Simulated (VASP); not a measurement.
Wanted: the native input for a VASP 6.6.1 run.

```yaml
Task: single point
Functional: PBE
Potentials_or_basis: VASP PAW PBE potentials, release 64 (Ca_sv, Sn_d, N)
Cutoff: 520 eV
k_mesh: 12 × 12 × 2
Occupations: gaussian, width 0.1 eV
Spin: no spin polarisation
Dipole_correction: no
Further_INCAR_settings: ALGO = Normal; EDIFF = 1e-07; NBANDS = 64
```

The structure of Ca2Sn2N lies in POSCAR:

```
Ca2Sn2N
1.0
    3.4334636632      0.0000000000      0.0000000000
   -1.7167318316      2.9734667553      0.0000000000
    0.0000000000      0.0000000000     21.2983202750
Ca Sn N
4 4 2
Direct
    0.6666666667      0.3333333333      0.9410641900
    0.3333333333      0.6666666667      0.0589358100
    0.6666666667      0.3333333333      0.5589358100
    0.3333333333      0.6666666667      0.4410641900
    0.3333333333      0.6666666667      0.6839939395
    0.3333333333      0.6666666667      0.8160060605
    0.6666666667      0.3333333333      0.1839939395
    0.6666666667      0.3333333333      0.3160060605
    0.0000000000      0.0000000000      0.0000000000
    0.0000000000      0.0000000000      0.5000000000
```

One way to write it, as run:

INCAR

```
SYSTEM = Ca2Sn2N
PREC = Accurate ; ENCUT = 520
EDIFF = 1E-7 ; ISMEAR = 0
SIGMA = 0.1 ; LREAL = .FALSE.
LASPH = .TRUE. ; NELM = 100
ALGO = Normal ; ISIF = 2
LWAVE = .FALSE. ; LCHARG = .TRUE.
GGA = PE ; LELF = .TRUE.
LVHAR = .TRUE. ; NBANDS = 64
```

KPOINTS

```
Automatic mesh
0
G
  12 12 2
  0 0 0
```

Potentials or basis: VASP PAW PBE potentials, release 64 (Ca_sv, Sn_d, N).

The run is started by

```console
$ cat potpaw_PBE.64/Ca_sv/POTCAR potpaw_PBE.64/Sn_d/POTCAR potpaw_PBE.64/N/POTCAR > POTCAR
$ mpirun -np 1 vasp_std > vasp.out
```

Results of the run:

The pressure is 5.8 GPa, the largest force is 0.043 eV/Å and the band gap on the k mesh is zero (bands 53 and 54 overlap by 4.51 eV).

Caveat: the cell stands under pressure; spin-orbit coupling is left out, which moves the levels of the heavy elements.

It took 9.5 min on 1 thread of AMD EPYC 9R45 96-Core Processor (Zen 5) (shared host), peak memory 0.59 GiB.
